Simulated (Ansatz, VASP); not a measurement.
# One calculation of SrTiO3, two programs

INCAR

```
SYSTEM = SrTiO3
PREC = Accurate
ENCUT = 520
EDIFF = 1E-7
ISMEAR = 0
SIGMA = 0.05
LREAL = .False.
LASPH = .True.
NELM = 100
ALGO = Normal
ISIF = 2
LWAVE = .False.
LCHARG = .False.
GGA = PE
NBANDS = 51
```

The input KPOINTS:

```
regular mesh
0
Gamma
  8 8 8
  0 0 0
```

The input POSCAR:

```
SrTiO3
1.0
   -2.7328611687      2.7853526432      3.9467274087
    2.7853526432     -2.7328611687      3.9467274087
    2.7698029534      2.7698029534     -3.9097856240
Sr Ti O
2 2 6
Direct
    0.7500000000      0.2500000000      0.5000000000
    0.2500000000      0.7500000000      0.5000000000
    0.0000000000      0.0000000000      0.0000000000
    0.5000000000      0.5000000000      0.0000000000
    0.2500000000      0.2500000000      0.0000000000
    0.7500000000      0.7500000000      0.0000000000
    0.7280787197      0.2280787197      0.9561574394
    0.2280787197      0.2719212803      0.5000000000
    0.2719212803      0.7719212803      0.0438425606
    0.7719212803      0.7280787197      0.5000000000
```

Input for Ansatz:

```yaml
crystal:
  lattice:
    - [-2.7328611687, 2.7853526432, 3.9467274087]
    - [2.7853526432, -2.7328611687, 3.9467274087]
    - [2.7698029534, 2.7698029534, -3.909785624]
  atoms:
    - { symbol: Sr, position: [0.75, 0.25, 0.5] }
    - { symbol: Sr, position: [0.25, 0.75, 0.5] }
    - { symbol: Ti, position: [0.0, 0.0, 0.0] }
    - { symbol: Ti, position: [0.5, 0.5, 0.0] }
    - { symbol: O, position: [0.25, 0.25, 0.0] }
    - { symbol: O, position: [0.75, 0.75, 0.0] }
    - { symbol: O, position: [0.7280787197, 0.2280787197, 0.9561574394] }
    - { symbol: O, position: [0.2280787197, 0.2719212803, 0.5] }
    - { symbol: O, position: [0.2719212803, 0.7719212803, 0.0438425606] }
    - { symbol: O, position: [0.7719212803, 0.7280787197, 0.5] }
basis:
  ecutwfc: 520.0
kpoints:
  mp_grid: { grid: [8, 8, 8] }
hamiltonian:
  xc: pbe
  pseudopotentials: { kind: paw, azcp: { folder: soft_1 } }
scf:
  occupations: { method: gaussian, width: 0.05 }
output:
  forces: true
  stress: true
  eigenvalues: true
```

Change from the starting cell: equal engineering shear yz, xz and xy +0.0133, equal normal strain along x, y and z +0.0000.

Alike in both runs: task single point; functional PBE; k mesh 8 × 8 × 8; occupations gaussian, width 0.05 eV; no spin polarisation.

|  | VASP | Ansatz |
| --- | --- | --- |
| version | VASP 6.6.1 | Ansatz 0.2.0 |
| potentials or method | VASP PAW PBE potentials, release 64 (Sr_sv, Ti_sv, O), cutoff 520 eV | scalar-relativistic, plane waves, PAW |
| valence electrons in the cell | 80 | 80 |

|  | VASP | Ansatz | Ansatz less VASP |
| --- | --- | --- | --- |
| gap on the k mesh at the Fermi level (eV) | 1.87 | 1.90 | +0.032 |
| least direct gap on the mesh (eV) | 1.87 | 1.90 | +0.033 |
| pressure (GPa) | 0.7 | 0.1 | -0.61 |
| traceless stress, the component that is largest in VASP (GPa) | -1.49 | -1.48 | +0.006 |
| rms of the force components (eV/Å) | 0.010 | 0.010 | -0.0007 |

Atom by atom the forces differ by 0.002 eV/Å (rms over components). With one functional, cell and mesh, what is left measures potentials, basis and numerics.
